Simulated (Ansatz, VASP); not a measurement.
**One calculation of AlAs, two programs**

The input INCAR:

```
PREC     = Accurate       # precision mode
ENCUT    = 500            # plane-wave cutoff, eV
EDIFF    = 1E-6           # SCF threshold, eV
ISMEAR   = 1              # smearing method
SIGMA    = 0.01           # smearing width, eV
LREAL    = False          # projectors in reciprocal space
LASPH    = True           # aspherical terms in the spheres
NELM     = 120            # most SCF steps
ALGO     = Normal         # electronic algorithm
ISIF     = 2              # what is computed and relaxed
LWAVE    = False          # write WAVECAR
LCHARG   = False          # write CHGCAR
GGA      = PE             # functional
NBANDS   = 11             # bands
GGA_COMPAT= False
```

The input KPOINTS:

```
Automatic mesh
0
Gamma
  6 6 6
```

POSCAR

```
AlAs
1.0
    0.0000000000      2.8994612145      2.8994612145
    2.8994612145      0.0000000000      2.8994612145
    2.8994612145      2.8994612145      0.0000000000
Al As
1 1
Direct
    0.0000000000      0.0000000000      0.0000000000
    0.2500000000      0.2500000000      0.2500000000
```

Input for Ansatz:

```yaml
crystal:
  lattice:
    - [0.0, 2.8994612144662506, 2.8994612144662506]
    - [2.8994612144662506, 0.0, 2.8994612144662506]
    - [2.8994612144662506, 2.8994612144662506, 0.0]
  atoms:
    - { symbol: Al, position: [0.0, 0.0, 0.0] }
    - { symbol: As, position: [0.25, 0.25, 0.25] }
basis:
  ecutwfc: 500.0
kpoints:
  mp_grid:
    grid: [6, 6, 6]
hamiltonian:
  xc: pbe
  pseudopotentials:
    kind: paw
scf:
  occupations:
    method: cold
    width: 0.01
output:
  stress: true
```

Alike in both runs: task single point; functional PBE; k mesh 6 × 6 × 6; no spin polarisation.

|  | VASP | Ansatz |
| --- | --- | --- |
| version | VASP 6.6.1 | Ansatz 0.2.0 |
| potentials or method | VASP PAW PBE potentials, release 64 (Al, As), cutoff 500 eV | plane waves, PAW |
| occupations | methfessel-paxton of order 1, width 0.01 eV | cold, width 0.01 eV |
| valence electrons in the cell | 8 | 18 |

Ansatz gave:

```
pressure (GPa) : -2.3
```

Task: What did VASP give for the same quantities?

Result: Pressure (GPa): -2.1.

VASP's potentials hold 8 valence electrons a cell and Ansatz's 18, so a difference there can come from the potentials and not from the codes.
